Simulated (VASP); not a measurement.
Set up this calculation in VASP 6.6.1, as the native input.

- Task: single point
- Functional: PBEsol
- Potentials or basis: VASP PAW PBE potentials, release 64 (Mn_sv, S)
- Cutoff: 680 eV
- k mesh: 7 × 6 × 7
- Occupations: methfessel-paxton, width 0.1 eV
- Spin: collinear spin, ferromagnetic start
- Starting moments: [5.2, 0.0] μB
- Hubbard terms: Mn d U = 2.9 eV, J = 0.9 eV
- Dipole correction: no
- LDAUTYPE: 1
- Hund's J: 0.9
- Further INCAR settings: ALGO = Normal; EDIFF = 1e-06; NBANDS = 22

The structure of MnS lies in POSCAR:

```
MnS
1.0
    3.0145575800      0.0539997007     -0.0023238602
    0.0539997007      3.0647609744      0.0029749418
   -0.0023238602      0.0029749418      3.0390382456
Mn S
1 1
Direct
    0.4919700000      0.4549900000      0.4945000000
    0.9918500000      0.0275700000      0.0065200000
```

One way to write it, as run:

INCAR

```
SYSTEM = MnS
  ALGO = Normal
  EDIFF = 1E-6
  ENCUT = 680
  GGA = PS
  GGA_COMPAT = .False.
  ISIF = 2
  ISMEAR = 1
  ISPIN = 2
  LASPH = .True.
  LCHARG = .False.
  LDAU = .True.
  LDAUJ = 0.9 0
  LDAUL = 2 -1
  LDAUPRINT = 1
  LDAUTYPE = 1
  LDAUU = 2.9 0
  LMAXMIX = 4
  LORBIT = 11
  LREAL = .False.
  LWAVE = .False.
  MAGMOM = 5.2 0
  NBANDS = 22
  NELM = 200
  PREC = Accurate
  SIGMA = 0.1
```

KPOINTS

```
k-points
0
Gamma
  7 6 7
  0 0 0
```

Potentials or basis: VASP PAW PBE potentials, release 64 (Mn_sv, S).

Launch:

```sh
$ cat potpaw_PBE.64/Mn_sv/POTCAR potpaw_PBE.64/S/POTCAR > POTCAR
$ mpirun -np 1 vasp_std > vasp.out
```

Results of the run:

```json
{"Pressure": "8.3 GPa", "Largest force": "0.340 eV/Å", "Net moment": "4.06 μB per cell", "Site moments": "Mn +3.80; S -0.04 μB", "Valence electrons inside the program's atomic spheres": "Mn 12.89; S 3.69"}
```

Caveat: the cell stands under pressure; the PAW data sets were made with another functional, which shifts forces and pressure a little; a cell with one magnetic atom can't hold antiferromagnetic order, which such compounds often take.

It took 8.9 min on 1 thread of AMD EPYC 7571 (shared host), peak memory 0.29 GiB.
